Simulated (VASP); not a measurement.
# CaSe: single point with r2SCAN

CaSe:

```
Ca Se
1.0
     5.05516    0.00000    0.00000
    -2.52758    4.37790    0.00000
     0.00000    0.00000    5.93391
Ca Se
2 2
Direct
  0.33333 0.66667 0.93750
  0.66667 0.33333 0.43750
  0.33333 0.66667 0.43750
  0.66667 0.33333 0.93750
```

This cell differs from its parent crystal: volume changed by +3%.

```yaml
Program: VASP 6.6.1
Task: single point
Functional: r2SCAN
Potentials_or_basis: VASP PAW PBE potentials, release 64 (Ca_sv, Se)
Cutoff: 520 eV
k_mesh: 6 × 6 × 4
Occupations: gaussian, width 0.01 eV
Spin: no spin polarisation
```

```yaml
Pressure: -1.0 GPa
Band_gap_on_the_k_mesh: 2.95 eV, indirect (least direct gap 2.99 eV)
```

Stress tensor (GPa, compression positive):
```
-0.89  0.00  0.00
 0.00 -0.89  0.00
 0.00  0.00 -1.06
```

Levels at points of the mesh, in eV from the valence-band top:
```tsv
k point	band 14	band 15	band 16	band 17	band 18	band 19
(0.00, 0.00, 0.00)	-1.01	-1.01	0.00	2.99	4.11	4.11
(0.50, 0.00, 0.00)	-1.39	-0.95	-0.49	3.58	3.71	4.16
(0.00, 0.00, 0.50)	-1.33	-1.33	-1.33	4.18	4.18	5.51
(0.50, 0.00, 0.50)	-1.19	-1.00	-1.00	4.04	4.04	5.18
```

Run time: 3 min on 1 thread of AMD EPYC 9R45 96-Core Processor (Zen 5) (shared host), peak memory 0.29 GiB.

Caveat: the PAW data sets were made with another functional, which shifts forces and pressure a little. A k mesh can miss the band edges.
